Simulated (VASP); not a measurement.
# K2PtO2 (P-3m1) in VASP: further runs

K2PtO2 is run at these levels: PBE; tasks: single point.

Program: VASP 6.6.1. These are calculated values, not measurements. Logs are shortened: lines on timing, memory, paths and dates and some standing lists are left out, and cuts for length are marked.

## Step 1: The cell of the first run

It takes space group P-3m1 (No. 164, trigonal). Conventional cell: a = 4.469 Å, b = 4.469 Å, c = 6.115 Å, α = 90.00°, β = 90.00°, γ = 120.00°. K (site symmetry 3m) has 1 O at 1.17 Å within 1.6 Å. Pt (site symmetry -3m) has 6 K at 2.95 Å and 6 O at 3.66 Å within 3.9 Å. O (site symmetry 3m) has 1 K at 1.17 Å within 1.6 Å.

## Step 2: Single point, PBE

The input, INCAR:

```
PREC = Accurate ; ENCUT = 520
EDIFF = 1E-7 ; ISMEAR = 0
SIGMA = 0.1 ; LREAL = F
LASPH = T ; NELM = 80
ALGO = Normal ; ISIF = 2
LWAVE = F ; LCHARG = F
GGA = PE ; NBANDS = 28
```

The input, KPOINTS:

```
Automatic mesh
0
Gamma
  6 6 4
```

The input, POSCAR:

```
K2PtO2
1.0
    4.4691406759      0.0000000000      0.0000000000
   -2.2345703379      3.8703893585      0.0000000000
    0.0000000000      0.0000000000      6.1153349347
K Pt O
2 1 2
Direct
    0.3333333333      0.6666666667      0.7663000000
    0.6666666667      0.3333333333      0.2337000000
    0.0000000000      0.0000000000      0.0000000000
    0.3333333333      0.6666666667      0.5744000000
    0.6666666667      0.3333333333      0.4256000000
```

Potentials or basis: VASP PAW PBE potentials, release 64 (K_sv, Pt, O).

On the command line:

```console
cat potpaw_PBE.64/K_sv/POTCAR potpaw_PBE.64/Pt/POTCAR potpaw_PBE.64/O/POTCAR > POTCAR
mpirun -np 1 vasp_std > vasp.out
```

OUTCAR:

```text
PREC = Accurate
   ENCUT = 520
   EDIFF = 1E-7
   ISMEAR = 0
   LREAL = F
   LASPH = T
   NELM = 80
   ISIF = 2
   GGA = PE

 ion  position               nearest neighbor table
   1  0.333  0.667  0.766-   4 1.17   3 2.95   3 2.95   3 2.95
   2  0.667  0.333  0.234-   5 1.17   3 2.95   3 2.95   3 2.95
   3  0.000  0.000  0.000-   1 2.95   2 2.95   2 2.95   1 2.95   2 2.95   1 2.95
   4  0.333  0.667  0.574-   1 1.17
   5  0.667  0.333  0.426-   2 1.17

 -----------------------------------------------------------------------------
|                                                                             |
|           W    W    AA    RRRRR   N    N  II  N    N   GGGG   !!!           |
|           W    W   A  A   R    R  NN   N  II  NN   N  G    G  !!!           |
|           W    W  A    A  R    R  N N  N  II  N N  N  G       !!!           |
|           W WW W  AAAAAA  RRRRR   N  N N  II  N  N N  G  GGG   !            |
|           WW  WW  A    A  R   R   N   NN  II  N   NN  G    G                |
|           W    W  A    A  R    R  N    N  II  N    N   GGGG   !!!           |
|                                                                             |
|     The distance between some ions is very small. Please check the          |
|     nearest-neighbor list in the OUTCAR file.                               |
|     I HOPE YOU KNOW WHAT YOU ARE DOING!                                     |
|                                                                             |
 -----------------------------------------------------------------------------

  LATTYP: Found a hexagonal cell.
 ALAT       =     4.4691406759
 C/A-ratio  =     1.3683469325

  Lattice vectors:

 A1 = (   4.4691406759,   0.0000000000,   0.0000000000)
 A2 = (  -2.2345703379,   3.8703893585,   0.0000000000)
 A3 = (   0.0000000000,   0.0000000000,   6.1153349347)

Analysis of symmetry for initial positions (statically):
=====================================================================
 Subroutine PRICEL returns:
 Original cell was already a primitive cell.

 Routine SETGRP: Setting up the symmetry group for a
 hexagonal supercell.

 Subroutine GETGRP returns: Found 12 space group operations
 (whereof 12 operations were pure point group operations)
 out of a pool of 24 trial point group operations.

The static configuration has the point symmetry D_3d.

Analysis of symmetry for dynamics (positions and initial velocities):
=====================================================================
 Subroutine PRICEL returns:
 Original cell was already a primitive cell.

 Routine SETGRP: Setting up the symmetry group for a
 hexagonal supercell.

 Subroutine GETGRP returns: Found 12 space group operations
 (whereof 12 operations were pure point group operations)
 out of a pool of 24 trial point group operations.

The dynamic configuration has the point symmetry D_3d.

 Subroutine INISYM returns: Found 12 space group operations
 (whereof 12 operations are pure point group operations),
 and found     1 'primitive' translations

----------------------------------------------------------------------------------------

                                     Primitive cell

  volume of cell :     105.7789

  direct lattice vectors                    reciprocal lattice vectors
     4.469140676  0.000000000  0.000000000     0.223756662  0.129185969  0.000000000
    -2.234570338  3.870389359  0.000000000     0.000000000  0.258371938  0.000000000
     0.000000000  0.000000000  6.115334935     0.000000000  0.000000000  0.163523341

  length of vectors
     4.469140676  4.469140676  6.115334935     0.258371938  0.258371938  0.163523341

  position of ions in fractional coordinates (direct lattice)
     0.333333333  0.666666667  0.766300000
     0.666666667  0.333333333  0.233700000
     0.000000000  0.000000000  0.000000000
     0.333333333  0.666666667  0.574400000
     0.666666667  0.333333333  0.425600000

  ion indices of the primitive-cell ions
   primitive index   ion index
                 1           1
                 2           2
                 3           3
                 4           4
                 5           5

----------------------------------------------------------------------------------------

 KPOINTS: Automatic mesh

Automatic generation of k-mesh.
 Grid dimensions read from file:
 generate k-points for:    6    6    4

 Generating k-lattice:

  Cartesian coordinates                     Fractional coordinates (reciprocal lattice)
     0.037292777  0.021530995  0.000000000     0.166666667 -0.000000000  0.000000000
     0.000000000  0.043061990  0.000000000     0.000000000  0.166666667  0.000000000
     0.000000000  0.000000000  0.040880835     0.000000000  0.000000000  0.250000000

  Length of vectors
     0.043061990  0.043061990  0.040880835

  Shift w.r.t. Gamma in fractional coordinates (k-lattice)
     0.000000000  0.000000000  0.000000000

 Subroutine IBZKPT returns following result:
 ===========================================

 Found     24 irreducible k-points:

 Following reciprocal coordinates:
            Coordinates               Weight
  0.000000  0.000000  0.000000      1.000000
  0.166667 -0.000000  0.000000      6.000000
  0.333333 -0.000000  0.000000      6.000000
  0.500000 -0.000000  0.000000      3.000000
  0.166667  0.166667  0.000000      6.000000
  0.333333  0.166667  0.000000     12.000000
[... 16 lines left out ...]
  0.333333  0.166667  0.500000     12.000000
  0.333333  0.333333  0.500000      2.000000
   k-points           NKPTS =     24   k-points in BZ     NKDIM =     24   number of bands    NBANDS=     28
   number of dos      NEDOS =    301   number of ions     NIONS =      5
   total plane-waves  NPLWV =  62208
   dimension x,y,z NGX =    36 NGY =   36 NGZ =   48
   dimension x,y,z NGXF=    72 NGYF=   72 NGZF=   96
   ions per type =               2   1   2
   NGX,Y,Z   is equivalent  to a cutoff of  13.39, 13.39, 13.05 a.u.
   NGXF,Y,Z  is equivalent  to a cutoff of  26.78, 26.78, 26.10 a.u.
 SYSTEM =  unknown system
   PREC   = accura    normal or accurate (medium, high low for compatibility)
   ISTART =      0    job   : 0-new  1-cont  2-samecut
   ICHARG =      2    charge: 1-file 2-atom 10-const
   ISPIN  =      1    spin polarized calculation?
[... 19 lines left out ...]
   EFERMI =   0.00;   METHOD = LEGACY
   ISMEAR =     0;   SIGMA  =   0.10  broadening in eV -4-tet -1-fermi 0-gaus
   EFERMI_NEDOS =   21; number of points for ismear=-14 and -15
   IALGO  =     38    algorithm
   IMIX   =      4    mixing-type and parameters
     AMIX     =   0.40;   BMIX     =  1.00
     AMIX_MAG =   1.60;   BMIX_MAG =  1.00
  volume/ion in A,a.u.               =      21.16       142.77
  Fermi-wavevector in a.u.,A,eV,Ry     =   1.183846  2.237144 19.068445  1.401491
  Thomas-Fermi vector in A             =   2.320072
   LORBIT       =      0    0 simple, 1 ext, 2 COOP (PROOUT), +10 PAW based schemes
   GGA     = PE    functional components
   LHFCALC =     F    Hartree Fock is set to
   AEXX    =    0.0000 exact exchange contribution
   IVDW    =     0    specifies the selected vdW correction
   LEPSILON=     F    determine dielectric tensor
   LRPA    =     F    only Hartree local field effects (RPA)
 non-spin polarized calculation
 Gauss-broadening in eV      SIGMA  =   0.10
  energy-cutoff  :      520.00
  volume of cell :      105.78
 maximum number of plane-waves:      2878
 NGX is ok and might be reduce to    36
   NGX = 17   NGY = 17   NGZ = 23

 number of electron      40.0000006 magnetization

 Free energy of the ion-electron system (eV)
  ---------------------------------------------------
  ext. energy  EPLUGINS =         0.00000000
  ---------------------------------------------------
  free energy    TOTEN  =        18.21241046 eV

  energy without entropy =       18.21852232  energy(sigma->0) =       18.21546639

 E-fermi :   1.5719     XC(G=0):  -8.6013

 val. band max:        1.5372188903   @ k =   0.5000  -0.0000   0.5000
 cond. band min:       1.5983544802   @ k =   0.0000   0.0000   0.2500
 fundamental gap:      0.0611355899
 Fermi energy:         1.5718681741

 k-point     1 :       0.0000    0.0000    0.0000
  band No.  band energies     occupation
      1     -37.4045      2.00000
      2     -37.3685      2.00000
      3     -21.3181      2.00000
      4     -21.1592      2.00000
      5     -15.0639      2.00000
      6     -15.0639      2.00000
[... 20 lines left out ...]
     27       8.4453      0.00000
     28       8.5534      0.00000

 k-point     2 :       0.1667   -0.0000    0.0000
  band No.  band energies     occupation
      1     -37.4020      2.00000
      2     -37.3703      2.00000
      3     -21.3054      2.00000
      4     -21.1677      2.00000
      5     -15.0721      2.00000
      6     -15.0713      2.00000
[... 20 lines left out ...]
     27       8.5119      0.00000
     28       8.5127      0.00000

 k-point     3 :       0.3333   -0.0000    0.0000
  band No.  band energies     occupation
      1     -37.3959      2.00000
      2     -37.3753      2.00000
      3     -21.2750      2.00000
      4     -21.1899      2.00000
      5     -15.0964      2.00000
      6     -15.0877      2.00000
[... 20 lines left out ...]
     27       8.3988      0.00000
     28       8.7093      0.00000

 k-point     4 :       0.5000   -0.0000    0.0000
  band No.  band energies     occupation
      1     -37.3912      2.00000
      2     -37.3795      2.00000
      3     -21.2516      2.00000
      4     -21.2090      2.00000
      5     -15.1155      2.00000
      6     -15.0951      2.00000
[... 20 lines left out ...]
     27       8.3377      0.00000
     28       8.9126      0.00000

 k-point     5 :       0.1667    0.1667    0.0000
  band No.  band energies     occupation
      1     -37.3978      2.00000
      2     -37.3739      2.00000
      3     -21.2838      2.00000
      4     -21.1831      2.00000
      5     -15.0984      2.00000
      6     -15.0726      2.00000
[... 20 lines left out ...]
     27       8.2852      0.00000
     28       8.7945      0.00000

 k-point     6 :       0.3333    0.1667    0.0000
  band No.  band energies     occupation
      1     -37.3913      2.00000
      2     -37.3795      2.00000
      3     -21.2536      2.00000
      4     -21.2071      2.00000
      5     -15.1317      2.00000
      6     -15.0701      2.00000
[... 463 lines left out ...]
      5     -15.0805      2.00000
      6     -15.0760      2.00000
[... 20 lines left out ...]
     27       9.2323      0.00000
     28       9.2373      0.00000

 k-point    22 :       0.1667    0.1667    0.5000
  band No.  band energies     occupation
      1     -37.3965      2.00000
      2     -37.3751      2.00000
      3     -21.2417      2.00000
      4     -21.2281      2.00000
      5     -15.0694      2.00000
      6     -15.0632      2.00000
[... 20 lines left out ...]
     27       8.8313      0.00000
     28       9.7169      0.00000

 k-point    23 :       0.3333    0.1667    0.5000
  band No.  band energies     occupation
      1     -37.3907      2.00000
      2     -37.3799      2.00000
      3     -21.2334      2.00000
      4     -21.2297      2.00000
      5     -15.0924      2.00000
      6     -15.0608      2.00000
[... 20 lines left out ...]
     27       9.0845      0.00000
     28       9.2344      0.00000

 k-point    24 :       0.3333    0.3333    0.5000
  band No.  band energies     occupation
      1     -37.3850      2.00000
      2     -37.3850      2.00000
      3     -21.2304      2.00000
      4     -21.2304      2.00000
      5     -15.1036      2.00000
      6     -15.0326      2.00000
[... 20 lines left out ...]
     27       8.5805      0.00000
     28       9.3862      0.00000

------------------------ aborting loop because EDIFF is reached ----------------------------------------

  FORCE on cell =-STRESS in cart. coord.  units (eV):
  Direction    XX          YY          ZZ          XY          YZ          ZX
  --------------------------------------------------------------------------------------
  -------------------------------------------------------------------------------------
  Total        2.5752639      2.5752639    164.8845520      0.0000000     -0.0000000      0.0000000
  in kB       39.0061775     39.0061775   2497.4202027      0.0000000     -0.0000000      0.0000000
  external PRESSURE =     858.4775192 kB  Pullay stress =       0.0000000 kB

 VOLUME and BASIS-vectors are now :
 -----------------------------------------------------------------------------
  energy-cutoff  :      520.00
  volume of cell :      105.78
      direct lattice vectors                 reciprocal lattice vectors
     4.469140676  0.000000000  0.000000000     0.223756662  0.129185969  0.000000000
    -2.234570338  3.870389359  0.000000000     0.000000000  0.258371938  0.000000000
     0.000000000  0.000000000  6.115334935     0.000000000  0.000000000  0.163523341

 POSITION                                       TOTAL-FORCE (eV/Angst)
 -----------------------------------------------------------------------------------
     -0.00000      2.58026      4.68618         0.000000     -0.000000     69.468597
      2.23457      1.29013      1.42915        -0.000000      0.000000    -69.468597
      0.00000      0.00000      0.00000        -0.000000      0.000000      0.000000
     -0.00000      2.58026      3.51265         0.000000     -0.000000    -69.673536
      2.23457      1.29013      2.60269        -0.000000      0.000000     69.673536
 -----------------------------------------------------------------------------------
    total drift:                                0.000000     -0.000000      0.000000

  FREE ENERGIE OF THE ION-ELECTRON SYSTEM (eV)
  ---------------------------------------------------
  free  energy   TOTEN  =        18.2124104590 eV

  energy  without entropy=       18.2185223191  energy(sigma->0) =       18.21546639
```

Wall time 43 s (1 thread of AMD EPYC 9R45 (Zen 5), shared host); peak memory 0.25 GiB.

Results:

```
Free energy            : 18.2124 eV
Pressure               : 85.8 GPa
Largest force          : 69.674 eV/Å
Band gap on the k mesh : zero (bands 20 and 21 overlap by 0.56 eV)
```

Forces in eV/Å, atoms in the order of the input:
```
K     0.000   0.000  69.469
K     0.000   0.000 -69.469
Pt    0.000   0.000   0.000
O     0.000   0.000 -69.674
O     0.000   0.000  69.674
```

Caveat: atoms lie so close that the PAW spheres overlap strongly, which falsifies energies and pressures; the cell stands under pressure; spin-orbit coupling is left out, which moves the levels of the heavy elements; forces of over 1 eV/Å act on the atoms, so gaps and moduli don't describe the material at rest.

## Step 3: Single point, PBE

This run uses another cell than the first one, of 21.22 Å³/atom.

The input, INCAR:

```
SYSTEM = K2PtO2
PREC = Accurate
ENCUT = 520
EDIFF = 1E-6
ISMEAR = 0
SIGMA = 0.1
LREAL = .False.
LASPH = .True.
NELM = 60
ALGO = Normal
ISIF = 2
LWAVE = .False.
LCHARG = .False.
GGA = PE
NBANDS = 28
```

The input, KPOINTS:

```
Automatic mesh
0
Gamma
  6 6 4
  0 0 0
```

The input, POSCAR:

```
K2PtO2
1.0
    3.6181969653      0.0000000000      0.0000000000
   -1.8090984826      3.1334504879      0.0000000000
    0.0000000000      0.0000000000      9.3600373045
K Pt O
2 1 2
Direct
    0.3333333333      0.6666666667      0.7370226261
    0.6666666667      0.3333333333      0.2629773739
    0.0000000000      0.0000000000      0.0000000000
    0.3333333333      0.6666666667      0.0847872137
    0.6666666667      0.3333333333      0.9152127863
```

Potentials or basis: VASP PAW PBE potentials, release 64 (K_sv, Pt, O).

On the command line:

```console
cat potpaw_PBE.64/K_sv/POTCAR potpaw_PBE.64/Pt/POTCAR potpaw_PBE.64/O/POTCAR > POTCAR
mpirun -np 1 vasp_std > vasp.out
```

Run time: 35 s. Hardware: 1 thread of AMD EPYC 9R45 (Zen 5), shared host; peak memory 0.23 GiB.

The run converged. Its results:

```yaml
Free_energy: -20.8549 eV
Pressure: 0.1 GPa
Largest_force: 0.023 eV/Å
Band_gap_on_the_k_mesh: zero (filled and empty bands touch)
```

Forces in eV/Å, atoms in the order of the input:
```
K    0.000  0.000 -0.023
K    0.000  0.000  0.023
Pt   0.000  0.000  0.000
O    0.000  0.000 -0.008
O    0.000  0.000  0.008
```

Stress tensor (GPa, compression positive):
```
0.04 0.00 0.00
0.00 0.04 0.00
0.00 0.00 0.27
```

Levels at points of the mesh, in eV from the Fermi level:
```csv
k point,band 18,band 19,band 20,band 21,band 22,band 23
"(0.00, 0.00, 0.00)",-2.88,-1.84,-1.12,1.51,1.51,1.59
"(0.50, 0.00, 0.00)",-2.56,-2.10,-0.41,1.09,1.87,2.09
"(0.00, 0.00, 0.50)",-2.88,-1.77,-0.93,1.00,1.51,1.51
"(0.50, 0.00, 0.50)",-2.56,-2.10,-0.41,1.09,1.84,2.24
```

Caveat: spin-orbit coupling is left out, which moves the levels of the heavy elements.

## Step 4: Single point, PBE

This run uses another cell than the first one, of 21.39 Å³/atom.

The input, INCAR:

```
PREC = Accurate
ENCUT = 520
EDIFF = 1E-6
ISMEAR = 0
SIGMA = 0.1
LREAL = F
LASPH = T
NELM = 80
ALGO = Normal
ISIF = 2
LWAVE = F
LCHARG = F
GGA = PE
NBANDS = 28
```

The input, KPOINTS:

```
Automatic mesh
0
Gamma
  12 12 4
```

The input, POSCAR:

```
K2PtO2
1.0
    3.6184365447      0.0000000000      0.0000000000
   -1.8092182724      3.1336579697      0.0000000000
    0.0000000000      0.0000000000      9.4316811333
K Pt O
2 1 2
Direct
    0.3333333333      0.6666666667      0.7392926794
    0.6666666667      0.3333333333      0.2607073206
    0.0000000000      0.0000000000      0.0000000000
    0.3333333333      0.6666666667      0.0840225553
    0.6666666667      0.3333333333      0.9159774447
```

On the command line:

```console
cat potpaw_PBE.64/K_sv/POTCAR potpaw_PBE.64/Pt/POTCAR potpaw_PBE.64/O/POTCAR > POTCAR
mpirun -np 1 vasp_std > vasp.out
```

Wall time 95 s (1 thread of AMD EPYC 9R45 (Zen 5), shared host); peak memory 0.32 GiB.

It converged, with:

- Free energy: -20.8743 eV
- Pressure: 0.1 GPa
- Largest force: 0.025 eV/Å
- Band gap on the k mesh: zero (filled and empty bands touch)

Forces on the atoms (eV/Å):
```
K    0.000  0.000 -0.025
K    0.000  0.000  0.025
Pt   0.000  0.000  0.000
O    0.000  0.000 -0.008
O    0.000  0.000  0.008
```

Levels at points of the mesh, in eV from the Fermi level:
| k point | band 16 | band 17 | band 18 | band 19 | band 20 | band 21 | band 22 | band 23 | band 24 | band 25 |
| --- | --- | --- | --- | --- | --- | --- | --- | --- | --- | --- |
| (0.00, 0.00, 0.00) | -3.10 | -2.89 | -2.89 | -1.85 | -1.15 | 1.51 | 1.51 | 1.51 | 2.29 | 4.31 |
| (0.50, 0.00, 0.00) | -2.85 | -2.78 | -2.56 | -2.10 | -0.42 | 1.09 | 1.85 | 2.07 | 3.40 | 3.64 |
| (0.00, 0.00, 0.50) | -3.10 | -2.89 | -2.89 | -1.78 | -0.97 | 0.94 | 1.51 | 1.51 | 3.14 | 3.68 |
| (0.50, 0.00, 0.50) | -2.86 | -2.78 | -2.56 | -2.10 | -0.42 | 1.09 | 1.82 | 2.21 | 3.01 | 3.85 |

Caveat: spin-orbit coupling is left out, which moves the levels of the heavy elements.

## Step 5: Summary

```tsv
cell	k mesh	gap on the mesh (eV)	pressure (GPa)	largest force (eV/Å)
a = 4.469, b = 4.469, c = 6.115 Å, angles 90.0, 90.0, 120.0°, 5 atoms, atomic positions A	6 × 6 × 4	none	85.8	69.67
a = 3.618, b = 3.618, c = 9.360 Å, angles 90.0, 90.0, 120.0°, 5 atoms, atomic positions B	6 × 6 × 4	none	0.1	0.02
a = 3.618, b = 3.618, c = 9.432 Å, angles 90.0, 90.0, 120.0°, 5 atoms, atomic positions C	12 × 12 × 4	none	0.1	0.02
```

Alike in all rows: task single point; level PBE; potentials or basis VASP PAW PBE potentials, release 64 (K_sv, Pt, O); no spin polarisation; cutoff (eV) 520; smearing gaussian 0.1 eV.

Caveats: spin-orbit coupling is left out, which moves the levels of the heavy elements; atoms lie so close that the PAW spheres overlap strongly, which falsifies energies and pressures (at least some runs); the cell stands under pressure (at least some runs); forces of over 1 eV/Å act on the atoms, so gaps and moduli don't describe the material at rest (at least some runs).

Absolute energies hang on the potentials; compare differences alone.
